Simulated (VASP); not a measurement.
Ta:

```
Ta
1.0
     0.00000    2.86000    2.86000
     2.86000    0.00000    2.86000
     2.86000    2.86000    0.00000
Ta
2
Direct
  0.00000 0.00000 0.00000
  0.25000 0.25000 0.25000
```

This isn't the form of Ta at room conditions, which is bcc.

* Program: VASP 6.6.1
* Task: relaxation of cell and atoms
* Functional: LDA
* Potentials or basis: VASP PAW LDA potentials, release 64 (Ta_pv)
* Cutoff: 500 eV
* k mesh: 5 × 5 × 5
* Occupations: fermi-dirac, width 0.05 eV
* Spin: no spin polarisation

At the start: pressure 11.4 GPa; volume 23.39 Å³/atom.

Question: Where does the relaxation end?

Answer: Over 3 steps the energy falls by 85.3 meV/atom and the volume is 26.12 Å³/atom (+11.7 %); space group Fd-3m (No. 227, to 0.1 Å) before and after.

Step by step:
```
step  energy change (eV)  largest force (eV/Å)  pressure (GPa)  volume (Å³)
   1              0.0000                0.0000           11.39        46.79
   2              0.0169                0.0000           -7.88        58.98
   3             -0.1707                0.0000           -0.18        52.24
```

Final structure:
```cif
data_structure
_symmetry_space_group_name_H-M 'P 1'
_symmetry_Int_Tables_number 1
_cell_length_a 4.1960
_cell_length_b 4.1960
_cell_length_c 4.1960
_cell_angle_alpha 60.000
_cell_angle_beta 60.000
_cell_angle_gamma 60.000
_cell_volume 52.24
loop_
_atom_site_label
_atom_site_type_symbol
_atom_site_fract_x
_atom_site_fract_y
_atom_site_fract_z
_atom_site_occupancy
Ta1 Ta 0.00000 0.00000 0.00000 1
Ta2 Ta 0.25000 0.25000 0.25000 1
```

Caveat: the k points lie up to 0.37 Å⁻¹ apart in the final cell.
